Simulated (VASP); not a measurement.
A run of VASP 6.6.1:

INCAR

```
SYSTEM = Ag
  PREC = Accurate
  ENCUT = 520
  EDIFF = 1E-6
  ISMEAR = 0
  SIGMA = 0.1
  LREAL = .False.
  LASPH = .True.
  NELM = 60
  ALGO = Normal
  ISIF = 2
  LWAVE = .False.
  LCHARG = .False.
  GGA = PE
  NBANDS = 12
```

KPOINTS

```
Automatic mesh
0
Gamma
  18 18 18
  0 0 0
```

File POSCAR:

```
Ag
1.0
    0.0000000000      2.0941212136      2.0941212136
    2.0941212136      0.0000000000      2.0941212136
    2.0941212136      2.0941212136      0.0000000000
Ag
1
Direct
    0.0000000000      0.0000000000      0.0000000000
```

Potentials or basis: VASP PAW PBE potentials, release 64 (Ag).

Command:

```bash
$ cat potpaw_PBE.64/Ag/POTCAR > POTCAR
$ mpirun -np 1 vasp_std > vasp.out
```

Hardware: 1 thread of Intel Xeon 8259CL, on a shared host.

Problem. How long does it take, and how much memory?

Solution. It took 46 s on 1 thread of Intel Xeon 8259CL (shared host), peak memory 0.17 GiB. Counts: scf iterations 11, k points 195.
